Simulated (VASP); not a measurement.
Set up this calculation in VASP 6.6.1, as the native input.

```yaml
Task: single point
Functional: r2SCAN
Potentials_or_basis: VASP PAW PBE potentials, release 64 (Zr_sv, N)
Cutoff: 660 eV
k_mesh: 15 × 15 × 15
Occupations: fermi-dirac, width 0.05 eV
Spin: no spin polarisation
Dipole_correction: no
Further_INCAR_settings: ALGO = Normal; EDIFF = 1e-06; NBANDS = 16
```

Crystal: ZrN (rocksalt type).

```
CELL_PARAMETERS angstrom
0.00000 2.24624 2.24624
2.24624 0.00000 2.24624
2.24624 2.24624 0.00000
ATOMIC_POSITIONS crystal
Zr 0.00000 0.00000 0.00000
N 0.50000 0.50000 0.50000
```

One way to write it, as run:

POSCAR

```
ZrN
1.0
    0.0000000000      2.2462391296      2.2462391296
    2.2462391296      0.0000000000      2.2462391296
    2.2462391296      2.2462391296      0.0000000000
Zr N
1 1
Direct
    0.0000000000      0.0000000000      0.0000000000
    0.5000000000      0.5000000000      0.5000000000
```

INCAR.step1

```
SYSTEM = ZrN
PREC = Accurate ; ENCUT = 660
ISMEAR = -1 ; SIGMA = 0.05
LREAL = .False. ; LASPH = .True.
NELM = 120 ; NBANDS = 16
GGA = PE ; ALGO = Normal
EDIFF = 1E-5 ; LWAVE = .True.
LCHARG = .False. ; GGA_COMPAT = .False.
```

INCAR.step2

```
SYSTEM = ZrN
PREC = Accurate ; ENCUT = 660
EDIFF = 1E-6 ; ISMEAR = -1
SIGMA = 0.05 ; LREAL = .False.
LASPH = .True. ; NELM = 120
ALGO = Normal ; ISIF = 2
LWAVE = .False. ; LCHARG = .False.
METAGGA = R2SCAN ; LMIXTAU = .True.
NBANDS = 16 ; ISTART = 1
GGA_COMPAT = .False.
```

KPOINTS

```
regular mesh
0
Gamma
  15 15 15
  0 0 0
```

Potentials or basis: VASP PAW PBE potentials, release 64 (Zr_sv, N).

Command:

```bash
$ cat potpaw_PBE.64/Zr_sv/POTCAR potpaw_PBE.64/N/POTCAR > POTCAR
$ cp INCAR.step1 INCAR
$ mpirun -np 1 vasp_std > vasp.out
$ cp INCAR.step2 INCAR
$ mpirun -np 1 vasp_std > vasp.out
```

It gave:

The pressure is 19.0 GPa and the band gap on the k mesh is zero (an odd number of electrons rules out a gap without spin polarisation).

Caveat: the cell stands under pressure; the PAW data sets were made with another functional, which shifts forces and pressure a little.

Run time: 3.1 min on 1 thread of Intel(R) Xeon(R) Platinum 8488C (Sapphire Rapids) (shared host), peak memory 0.21 GiB.
